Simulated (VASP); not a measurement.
Write the native input for VASP 6.6.1 that does the following.

- Task: single point
- Functional: PBE
- Potentials or basis: VASP PAW PBE potentials, release 64 (Co, Ni, O)
- Cutoff: 600 eV
- k mesh: 1 × 1 × 1
- Occupations: fermi-dirac, width 0.03 eV
- Spin: non-collinear spin, typed start
- Starting moments: [[2.072, 0.518, -2.773], [2.817, -2.622, -0.632], [0.0, 0.0, 0.0], [0.0, 0.0, 0.0]] μB
- Dipole correction: no
- Further INCAR settings: ALGO = Normal; EDIFF = 1e-06; NBANDS = 45

The structure of CoNiO2 lies in POSCAR:

```
CoNiO2
1.0
    4.2064000000      2.1032000000      2.1032000000
    2.1032000000      4.2064000000      2.1032000000
    2.1032000000      2.1032000000      4.2064000000
Co Ni O
1 1 2
Direct
    0.0000000000      0.0000000000      0.0000000000
    0.5000000000      0.5000000000      0.5000000000
    0.2500000000      0.2500000000      0.2500000000
    0.7500000000      0.7500000000      0.7500000000
```

One way to write it, as run:

INCAR

```
ALGO = Normal ; EDIFF = 1E-6
ENCUT = 600 ; GGA = PE
GGA_COMPAT = False ; ISIF = 2
ISMEAR = -1 ; LASPH = True
LCHARG = False ; LMAXMIX = 4
LNONCOLLINEAR = True ; LORBIT = 11
LREAL = False ; LWAVE = False
MAGMOM = 2.072 0.518 -2.773 2.817 -2.622 -0.632 0 0 0 0 0 0 ; NBANDS = 45
NELM = 200 ; PREC = Accurate
SIGMA = 0.03
```

KPOINTS

```
k-points
0
Gamma
  1 1 1
```

Potentials or basis: VASP PAW PBE potentials, release 64 (Co, Ni, O).

The run is started by

```console
$ cat potpaw_PBE.64/Co/POTCAR potpaw_PBE.64/Ni/POTCAR potpaw_PBE.64/O/POTCAR > POTCAR
$ mpirun -np 1 vasp_ncl > vasp.out
```

Results of the run:

```yaml
Pressure: -18.0 GPa
Largest_force: 1.720 eV/Å
Band_gap_on_the_k_mesh: 0.85 eV
Net_moment: 1.00 μB per cell
Valence_electrons_inside_the_program's_atomic_spheres: Co 7.93; Ni 9.04; O 5.01
```

Caveat: the k points lie up to 2.48 Å⁻¹ apart; forces of over 1 eV/Å act on the atoms, so gaps and moduli don't describe the material at rest.

It took 110 s on 1 thread of AMD EPYC 7R13 Processor (Zen 3) (shared host), peak memory 0.56 GiB.
